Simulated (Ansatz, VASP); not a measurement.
MgS in VASP and in Ansatz

```xyz
2
Lattice="0.0000 2.4621 2.6015 2.4621 0.0000 2.6015 2.4621 2.4621 0.0000" Properties=species:S:1:pos:R:3 pbc="T T T"
Mg    0.0000    0.0000    0.0000
S     2.4621    2.4621    2.6015
```

Change from the starting cell: biaxial_xy strain -5.4%.

Alike in both runs: task single point; functional r2SCAN; k mesh 8 × 8 × 8; no spin polarisation.

```csv
,VASP,Ansatz
version,VASP 6.6.1,Ansatz 0.2.0
potentials or method,"VASP PAW PBE potentials, release 64 (Mg, S)","plane waves, PAW"
plane-wave cutoff (eV),520,500
occupations,"gaussian, width 0.01 eV",fixed
valence electrons in the cell,8,16
```

|  | VASP | Ansatz | Ansatz less VASP |
| --- | --- | --- | --- |
| gap on the k mesh at the Fermi level (eV) | 3.44 | 3.46 | +0.022 |
| pressure (GPa) | 11.1 | 11.6 | +0.52 |
| traceless stress, the component that is largest in VASP (GPa) | -6.41 | -6.46 | -0.049 |

VASP's potentials were made for PBE, not for r2SCAN. VASP's potentials hold 8 valence electrons a cell and Ansatz's 16, so a difference there can come from the potentials and not from the codes.
